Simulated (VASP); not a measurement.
Here is a VASP 6.6.1 calculation.

POSCAR

```
ZnO
1.0
    0.0000000000      2.1648821421      2.1648821421
    2.1648821421      0.0000000000      2.1648821421
    2.1648821421      2.1648821421      0.0000000000
Zn O
1 1
Direct
    0.5000000000      0.5000000000      0.5000000000
    0.0000000000      0.0000000000      0.0000000000
```

File INCAR.step1:

```
SYSTEM = ZnO
ALGO = Normal
EDIFF = 1E-4
ENCUT = 520
GGA = PE
ISMEAR = 0
LASPH = .True.
LCHARG = .False.
LREAL = .False.
LWAVE = .True.
NBANDS = 16
NELM = 80
PREC = Accurate
SIGMA = 0.02
```

INCAR.step2

```
SYSTEM = ZnO
ALGO = Normal
EDIFF = 1E-6
ENCUT = 520
ISIF = 2
ISMEAR = 0
ISTART = 1
LASPH = .True.
LCHARG = .False.
LMIXTAU = .True.
LREAL = .False.
LWAVE = .False.
METAGGA = R2SCAN
NBANDS = 16
NELM = 80
PREC = Accurate
SIGMA = 0.02
```

Contents of KPOINTS:

```
k-points
0
Gamma
  12 12 12
  0 0 0
```

Potentials or basis: VASP PAW PBE potentials, release 64 (Zn, O).

Run with:

```console
$ cat potpaw_PBE.64/Zn/POTCAR potpaw_PBE.64/O/POTCAR > POTCAR
$ cp INCAR.step1 INCAR
$ mpirun -np 1 vasp_std > vasp.out
$ cp INCAR.step2 INCAR
$ mpirun -np 1 vasp_std > vasp.out
```

Q: Estimate the band gap on the k mesh.

A: 1.34 eV, indirect (least direct gap 2.61 eV).

Q: What does it give for the pressure?

A: -6.3 GPa.

Caveat: the PAW data sets were made with another functional, which shifts forces and pressure a little. r2SCAN opens gaps a little over a GGA but as a rule still falls short of measured ones.
